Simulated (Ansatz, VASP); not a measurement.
One calculation of Ta2As3, two programs

Contents of INCAR:

```
SYSTEM = Ta2As3
ALGO     = Normal         ! electronic algorithm
EDIFF    = 1E-6           ! SCF threshold, eV
ENCUT    = 520            ! plane-wave cutoff, eV
GGA      = PE             ! functional
ISIF     = 2              ! what is computed and relaxed
ISMEAR   = 0              ! smearing method
LASPH    = .True.         ! aspherical terms in the spheres
LCHARG   = .False.        ! write CHGCAR
LREAL    = .False.        ! projectors in reciprocal space
LWAVE    = .False.        ! write WAVECAR
NBANDS   = 26             ! bands
NELM     = 60             ! most SCF steps
PREC     = Accurate       ! precision mode
SIGMA    = 0.1            ! smearing width, eV
```

Contents of KPOINTS:

```
k-points
0
Gamma
  6 6 4
  0 0 0
```

POSCAR

```
Ta2As3
1.0
    4.1112451962      0.0000000000      0.0000000000
   -2.0556225981      3.5604427811      0.0000000000
    0.0000000000      0.0000000000      6.3964297088
Ta As
2 3
Direct
    0.3333333333      0.6666666667      0.2450000000
    0.6666666667      0.3333333333      0.7550000000
    0.0000000000      0.0000000000      0.0000000000
    0.3333333333      0.6666666667      0.6450000000
    0.6666666667      0.3333333333      0.3550000000
```

Input for Ansatz:

```yaml
crystal:
  lattice:
    - [4.1112451962, 0.0, 0.0]
    - [-2.0556225981, 3.5604427811, 0.0]
    - [0.0, 0.0, 6.3964297088]
  atoms:
    - { symbol: Ta, position: [0.3333333333, 0.6666666667, 0.245] }
    - { symbol: Ta, position: [0.6666666667, 0.3333333333, 0.755] }
    - { symbol: As, position: [0.0, 0.0, 0.0] }
    - { symbol: As, position: [0.3333333333, 0.6666666667, 0.645] }
    - { symbol: As, position: [0.6666666667, 0.3333333333, 0.355] }
basis:
  ecutwfc: 420
kpoints:
  mp_grid: { grid: [6, 6, 4] }
hamiltonian:
  xc: pbe
scf:
  occupations: { method: gaussian, width: 0.1 }
  lower_state_search: "off"
output:
  forces: true
  stress: true
  eigenvalues: true
```

Alike in both runs: task single point; functional PBE; k mesh 6 × 6 × 4; occupations gaussian, width 0.1 eV; no spin polarisation.

|  | VASP | Ansatz |
| --- | --- | --- |
| version | VASP 6.6.1 | Ansatz 0.2.0 |
| potentials or method | VASP PAW PBE potentials, release 64 (Ta_pv, As), cutoff 520 eV | scalar-relativistic, plane waves, PAW |
| valence electrons in the cell | 37 | 71 |

VASP gave:

- gap on the k mesh at the Fermi level (eV): none
- pressure (GPa): 15.4
- traceless stress, the component that is largest in VASP (GPa): -1.56
- rms of the force components (eV/Å): 0.768

**Question.** What did Ansatz give for the same quantities?

**Answer.** gap on the k mesh at the Fermi level (eV): none; pressure (GPa): 14.9; traceless stress, the component that is largest in VASP (GPa): -1.51; rms of the force components (eV/Å): 0.751.

Atom by atom the forces differ by 0.017 eV/Å (rms over components). A gap of «none» marks a metal or a gap that the smearing closes. VASP's potentials hold 37 valence electrons a cell and Ansatz's 71, so a difference there can come from the potentials and not from the codes.

Spin-orbit coupling is off throughout.
